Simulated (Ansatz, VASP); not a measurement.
Si in VASP and in Ansatz

File INCAR:

```
  PREC = Accurate
  ENCUT = 520
  EDIFF = 1E-6
  ISMEAR = -1
  SIGMA = 0.1
  LREAL = False
  LASPH = True
  NELM = 100
  ALGO = Normal
  ISIF = 2
  LWAVE = False
  LCHARG = False
  GGA = RP
  NBANDS = 8
```

KPOINTS

```
regular mesh
0
Gamma
  14 14 14
```

The input POSCAR:

```
Si
1.0
    2.5073986581      0.0000000000      0.0000000000
    0.0000000000      2.5073986581      0.0000000000
    0.0000000000      0.0000000000      2.5073986581
Si
1
Direct
    0.0000000000      0.0000000000      0.0000000000
```

Input for Ansatz:

```yaml
crystal:
  lattice:
    - [2.5073986581, 0.0, 0.0]
    - [0.0, 2.5073986581, 0.0]
    - [0.0, 0.0, 2.5073986581]
  atoms:
    - { symbol: Si, position: [0.0, 0.0, 0.0] }
hamiltonian:
  xc: rpbe
  pseudopotentials:
    kind: paw
    azcp:
      Si: "pseudopotentials/Si.paw.azcp"
basis:
  ecutwfc: 420
  fft_grid_basis: typed
kpoints:
  mp_grid: { grid: [14, 14, 14], shift: [0, 0, 0] }
magnetization:
  spin_polarized: false
scf:
  occupations: { method: fermi_dirac, width: 0.1 }
  lower_state_search: "off"
output:
  stress: true
  write_density: true
  write_potential: true
  elf: true
  volumetric_format: npy
```

Alike in both runs: task single point; functional RPBE; k mesh 14 × 14 × 14; occupations fermi-dirac, width 0.1 eV; no spin polarisation.

```csv
,VASP,Ansatz
version,VASP 6.6.1,Ansatz 0.2.0
potentials or method,"VASP PAW PBE potentials, release 64 (Si), cutoff 520 eV","plane waves (420 eV) with PAW, scalar-relativistic"
valence electrons in the cell,4,4
```

VASP gave:

| Item | Value |
| --- | --- |
| pressure (GPa) | 4.5 |

Question: Estimate Ansatz's values.

Answer: Pressure (GPa): 4.8.

VASP's potentials were made for PBE, not for RPBE.
